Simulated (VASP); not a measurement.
# H16CO7 in VASP: notebook

H16CO7 is run at these levels: PBE+D3(BJ); tasks: single point.

Program: VASP 6.6.1. These are calculated values, not measurements. Logs are shortened: lines on timing, memory, paths and dates and some standing lists are left out, and cuts for length are marked.

**1. The cell of the first run**

The cell holds an amorphous packing of atoms, 24 atoms: a = 6.274 Å, b = 6.274 Å, c = 6.274 Å, α = 90.00°, β = 90.00°, γ = 90.00°.

**2. Single point, PBE+D3(BJ)**

Input file INCAR:

```
  PREC = Accurate
  ENCUT = 520
  EDIFF = 1E-7
  ISMEAR = -1
  SIGMA = 0.05
  LREAL = Auto
  LASPH = True
  NELM = 80
  ALGO = Normal
  ISIF = 2
  LWAVE = False
  LCHARG = False
  GGA = PE
  IVDW = 12
  NBANDS = 49
```

Input file KPOINTS:

```
regular mesh
0
Gamma
  1 1 1
```

Input file POSCAR:

```
H16CO7
1.0
    6.2743050000      0.0000000000      0.0000000000
    0.0000000000      6.2743050000      0.0000000000
    0.0000000000      0.0000000000      6.2743050000
O H C
7 16 1
Direct
    0.1033809592      0.7464137535      0.2169349664
    0.1821147542      0.5566614879      0.8359336901
    0.9543406574      0.1423488139      0.2493199238
    0.3985732222      0.2850960913      0.2292427645
    0.5060196857      0.6120962388      0.4582918932
    0.8469076511      0.3767211213      0.6113133619
    0.5840278789      0.1468488885      0.8629435703
    0.1412654698      0.6828544642      0.0755951257
    0.2226873057      0.7125065972      0.3114058019
    0.2922168890      0.5878764045      0.7295443940
    0.0611960904      0.4988498108      0.7526207399
    0.8443886872      0.1429181064      0.1391068388
    1.0114488106     -0.0067100883      0.2403815453
    0.2438386175      0.2665838803      0.2113354359
    0.4592302175      0.2531080713      0.0861027691
    0.4798112174      0.4888170363      0.3558598324
    0.5736153981      0.7253387194      0.3761686804
    0.7420094412      0.4808509485      0.5552839529
    0.8872431185      0.2902158481      0.4850610909
    0.3595481047     -0.0838849918      0.8006340814
    0.6784128296      0.2362720178      0.7696378083
    0.2739313845      0.1801292161      0.7390882833
    0.4583559108      0.0488115014      0.5669042631
    0.4099950990      0.0688224627      0.7341455866
```

Potentials or basis: VASP PAW PBE potentials, release 64 (O, H, C).

Run with:

```console
$ cat potpaw_PBE.64/O/POTCAR potpaw_PBE.64/H/POTCAR potpaw_PBE.64/C/POTCAR > POTCAR
$ mpirun -np 1 vasp_gam > vasp.out
```

OUTCAR:

```text
PREC = Accurate
   ENCUT = 520
   EDIFF = 1E-7
   ISMEAR = -1
   LREAL = Auto
   LASPH = True
   NELM = 80
   ISIF = 2
   GGA = PE
   IVDW = 12
 IVDW          = 12

 ion  position               nearest neighbor table
   1  0.103  0.746  0.217-   9 0.98   8 1.00
   2  0.182  0.557  0.836-  10 0.98  11 0.99
   3  0.954  0.142  0.249-  12 0.98  13 1.00
   4  0.399  0.285  0.229-  14 0.98  15 1.00
   5  0.506  0.612  0.458-  17 0.97  16 1.02
   6  0.847  0.377  0.611-  18 0.99  19 0.99
   7  0.584  0.147  0.863-  21 1.00  24 1.44
   8  0.141  0.683  0.076-   1 1.00
   9  0.223  0.713  0.311-   1 0.98
  10  0.292  0.588  0.730-   2 0.98
  11  0.061  0.499  0.753-   2 0.99
  12  0.844  0.143  0.139-   3 0.98
  13  0.011  0.993  0.240-   3 1.00
[... 8 lines left out ...]
  22  0.274  0.180  0.739-  24 1.10
  23  0.458  0.049  0.567-  24 1.10
  24  0.410  0.069  0.734-  20 1.09  23 1.10  22 1.10   7 1.44

  LATTYP: Found a simple cubic cell.
 ALAT       =     6.2743050000

  Lattice vectors:

 A1 = (   6.2743050000,   0.0000000000,   0.0000000000)
 A2 = (   0.0000000000,   6.2743050000,   0.0000000000)
 A3 = (   0.0000000000,   0.0000000000,   6.2743050000)

Analysis of symmetry for initial positions (statically):
=====================================================================
 Subroutine PRICEL returns:
 Original cell was already a primitive cell.

 Routine SETGRP: Setting up the symmetry group for a
 simple cubic supercell.

 Subroutine GETGRP returns: Found  1 space group operations
 (whereof  1 operations were pure point group operations)
 out of a pool of 48 trial point group operations.

The static configuration has the point symmetry C_1 .

Analysis of symmetry for dynamics (positions and initial velocities):
=====================================================================
 Subroutine PRICEL returns:
 Original cell was already a primitive cell.

 Routine SETGRP: Setting up the symmetry group for a
 simple cubic supercell.

 Subroutine GETGRP returns: Found  1 space group operations
 (whereof  1 operations were pure point group operations)
 out of a pool of 48 trial point group operations.

The dynamic configuration has the point symmetry C_1 .

 Subroutine INISYM returns: Found  1 space group operations
 (whereof  1 operations are pure point group operations),
 and found     1 'primitive' translations

----------------------------------------------------------------------------------------

                                     Primitive cell

  volume of cell :     247.0000

  direct lattice vectors                    reciprocal lattice vectors
     6.274305000  0.000000000  0.000000000     0.159380202  0.000000000  0.000000000
     0.000000000  6.274305000  0.000000000     0.000000000  0.159380202  0.000000000
     0.000000000  0.000000000  6.274305000     0.000000000  0.000000000  0.159380202

  length of vectors
     6.274305000  6.274305000  6.274305000     0.159380202  0.159380202  0.159380202

  position of ions in fractional coordinates (direct lattice)
     0.103380959  0.746413754  0.216934966
     0.182114754  0.556661488  0.835933690
     0.954340657  0.142348814  0.249319924
     0.398573222  0.285096091  0.229242765
     0.506019686  0.612096239  0.458291893
     0.846907651  0.376721121  0.611313362
[... 16 lines left out ...]
     0.458355911  0.048811501  0.566904263
     0.409995099  0.068822463  0.734145587

  ion indices of the primitive-cell ions
   primitive index   ion index
                 1           1
                 2           2
                 3           3
                 4           4
                 5           5
                 6           6
[... 16 lines left out ...]
                23          23
                24          24

----------------------------------------------------------------------------------------

 KPOINTS: regular mesh

Automatic generation of k-mesh.
 Grid dimensions read from file:
 generate k-points for:    1    1    1

 Generating k-lattice:

  Cartesian coordinates                     Fractional coordinates (reciprocal lattice)
     0.159380202  0.000000000  0.000000000     1.000000000  0.000000000  0.000000000
     0.000000000  0.159380202  0.000000000     0.000000000  1.000000000  0.000000000
     0.000000000  0.000000000  0.159380202     0.000000000  0.000000000  1.000000000

  Length of vectors
     0.159380202  0.159380202  0.159380202

  Shift w.r.t. Gamma in fractional coordinates (k-lattice)
     0.000000000  0.000000000  0.000000000

 Subroutine IBZKPT returns following result:
 ===========================================

 Found      1 irreducible k-points:

 Following reciprocal coordinates:
            Coordinates               Weight
  0.000000  0.000000  0.000000      1.000000
   k-points           NKPTS =      1   k-points in BZ     NKDIM =      1   number of bands    NBANDS=     49
   number of dos      NEDOS =    301   number of ions     NIONS =     24
   total plane-waves  NPLWV = 110592
   dimension x,y,z NGX =    48 NGY =   48 NGZ =   48
   dimension x,y,z NGXF=    96 NGYF=   96 NGZF=   96
   ions per type =               7  16   1
   NGX,Y,Z   is equivalent  to a cutoff of  12.72, 12.72, 12.72 a.u.
   NGXF,Y,Z  is equivalent  to a cutoff of  25.44, 25.44, 25.44 a.u.
 SYSTEM =  unknown system
   PREC   = accura    normal or accurate (medium, high low for compatibility)
   ISTART =      0    job   : 0-new  1-cont  2-samecut
   ICHARG =      2    charge: 1-file 2-atom 10-const
   ISPIN  =      1    spin polarized calculation?
   LNONCOLLINEAR =      F non collinear calculations
   LSORBIT =      F    spin-orbit coupling
   LASPH  =      T    aspherical Exc in radial PAW
   ENCUT  =  520.0 eV  38.22 Ry    6.18 a.u.  11.67 11.67 11.67*2*pi/ulx,y,z
   NELM   =     80;   NELMIN=  2; NELMDL= -5     # of ELM steps
   EDIFF  = 0.1E-06   stopping-criterion for ELM
   LREAL  =      T    real-space projection
   EDIFFG = 0.1E-05   stopping-criterion for IOM
   NSW    =      0    number of steps for IOM
   IBRION =     -1    ionic relax: 0-MD 1-quasi-New 2-CG
   NFREE  =      0    steps in history (QN), initial steepest desc. (CG)
   ISIF   =      2    stress and relaxation
   ISYM   =      2    0-nonsym 1-usesym 2-fastsym
   POTIM  = 0.5000    time-step for ionic-motion
   TEBEG  =    0.0;   TEEND  =   0.0 temperature during run
   PSTRESS=    0.0 pullay stress
   NELECT =      62.0000    total number of electrons
   NUPDOWN=      -1.0000    fix difference up-down
   EMIN   =  10.00;   EMAX   =-10.00  energy-range for DOS
   EFERMI =   0.00;   METHOD = LEGACY
   ISMEAR =    -1;   SIGMA  =   0.05  broadening in eV -4-tet -1-fermi 0-gaus
   EFERMI_NEDOS =   21; number of points for ismear=-14 and -15
   IALGO  =     38    algorithm
   IMIX   =      4    mixing-type and parameters
     AMIX     =   0.40;   BMIX     =  1.00
     AMIX_MAG =   1.60;   BMIX_MAG =  1.00
  volume/ion in A,a.u.               =      10.29        69.45
  Fermi-wavevector in a.u.,A,eV,Ry     =   1.032697  1.951515 14.510124  1.066464
  Thomas-Fermi vector in A             =   2.166908
   LORBIT       =      0    0 simple, 1 ext, 2 COOP (PROOUT), +10 PAW based schemes
   GGA     = PE    functional components
   LHFCALC =     F    Hartree Fock is set to
   AEXX    =    0.0000 exact exchange contribution
   IVDW    =    12    specifies the selected vdW correction
   LEPSILON=     F    determine dielectric tensor
   LRPA    =     F    only Hartree local field effects (RPA)
 non-spin polarized calculation
  energy-cutoff  :      520.00
  volume of cell :      247.00
 maximum number of plane-waves:      3334
 NGX is ok and might be reduce to    48
   NGX = 23   NGY = 23   NGZ = 23

 number of electron      62.0000002 magnetization

 Free energy of the ion-electron system (eV)
  ---------------------------------------------------
  ext. energy  EPLUGINS =         0.00000000
  ---------------------------------------------------
  free energy    TOTEN  =      -118.70566182 eV

  energy without entropy =     -118.70566182  energy(sigma->0) =     -118.70566182

 E-fermi :  -2.0710     XC(G=0):  -6.6442

 val. band max:       -3.3016402705   @ k =   0.0000   0.0000   0.0000
 cond. band min:       1.2574973653   @ k =   0.0000   0.0000   0.0000
 fundamental gap:      4.5591376358
 Fermi energy:        -2.0709768669

 k-point     1 :       0.0000    0.0000    0.0000
  band No.  band energies     occupation
      1     -22.7391      2.00000
      2     -22.3236      2.00000
      3     -22.1282      2.00000
      4     -22.0749      2.00000
      5     -21.9013      2.00000
      6     -21.6685      2.00000
[... 35 lines left out ...]
     42       7.0235      0.00000
     43       7.1931      0.00000
 [bands above 43 left out]

------------------------ aborting loop because EDIFF is reached ----------------------------------------

 Edisp (eV)   -0.80825

 E8    (eV) :    -0.1671

  FORCE on cell =-STRESS in cart. coord.  units (eV):
  Direction    XX          YY          ZZ          XY          YZ          ZX
  --------------------------------------------------------------------------------------
  -------------------------------------------------------------------------------------
  Total      -1.58858     0.50654    -1.73067    -0.53184    -0.43693     0.07854
  in kB     -10.30441     3.28568   -11.22611    -3.44979    -2.83419     0.50946
  external pressure =       -6.08 kB  Pullay stress =        0.00 kB

 VOLUME and BASIS-vectors are now :
 -----------------------------------------------------------------------------
  energy-cutoff  :      520.00
  volume of cell :      247.00
      direct lattice vectors                 reciprocal lattice vectors
     6.274305000  0.000000000  0.000000000     0.159380202  0.000000000  0.000000000
     0.000000000  6.274305000  0.000000000     0.000000000  0.159380202  0.000000000
     0.000000000  0.000000000  6.274305000     0.000000000  0.000000000  0.159380202

 POSITION                                       TOTAL-FORCE (eV/Angst)
 -----------------------------------------------------------------------------------
      0.64864      4.68323      1.36112         0.188996     -0.007843     -0.137219
      1.14264      3.49266      5.24490         0.136719      0.031042     -0.189646
      5.98782      0.89314      1.56431        -0.132437     -0.077069     -0.098529
      2.50077      1.78878      1.43834        -0.114883     -0.011659     -0.158207
      3.17492      3.84048      2.87546         0.115885      0.044866     -0.043345
      5.31376      2.36366      3.83557        -0.055514      0.066639     -0.003469
[... 16 lines left out ...]
      2.87586      0.30626      3.55693         0.054518      0.010837      0.042196
      2.57243      0.43181      4.60625         0.046629      0.007443      0.094723
 -----------------------------------------------------------------------------------
    total drift:                                0.003681     -0.004836     -0.004388

  FREE ENERGIE OF THE ION-ELECTRON SYSTEM (eV)
  ---------------------------------------------------
  free  energy   TOTEN  =      -119.5139131780 eV

  energy  without entropy=     -119.5139131780  energy(sigma->0) =     -119.51391318
```

Wall time 22 s (1 thread of Intel Xeon Platinum 8488C (Sapphire Rapids), shared host); peak memory 0.3 GiB.

Results:

```
Free energy                : -119.5139 eV
Pressure                   : -0.6 GPa
Largest force              : 0.292 eV/Å
Band gap on the k mesh     : 4.56 eV
Dispersion energy per atom : -0.034 eV
```

Forces on the atoms (eV/Å):
```
O    0.189 -0.008 -0.137
O    0.137  0.031 -0.190
O   -0.132 -0.077 -0.099
O   -0.115 -0.012 -0.158
O    0.116  0.045 -0.043
O   -0.056  0.067 -0.003
O    0.039  0.188 -0.119
H   -0.153  0.091  0.135
H   -0.086 -0.011  0.004
H   -0.051 -0.007  0.111
H   -0.123 -0.044 -0.002
H   -0.011  0.139  0.013
H    0.122 -0.123  0.092
H    0.003  0.060  0.143
H    0.215 -0.005  0.001
H   -0.278 -0.058 -0.069
H    0.000  0.000  0.052
H   -0.061  0.070  0.080
H    0.106 -0.169 -0.088
H    0.018 -0.052 -0.014
H   -0.045 -0.107  0.137
H    0.065 -0.036  0.017
H    0.055  0.011  0.042
C    0.047  0.007  0.095
```

Levels at points of the mesh, in eV from the valence-band top:
```
           k point  band 29  band 30  band 31  band 32  band 33  band 34
(0.00, 0.00, 0.00)    -0.62    -0.54     0.00     4.56     7.53     7.67
```

Caveat: the k points lie up to 1.00 Å⁻¹ apart.

(Part 1 of 3 ends here.)
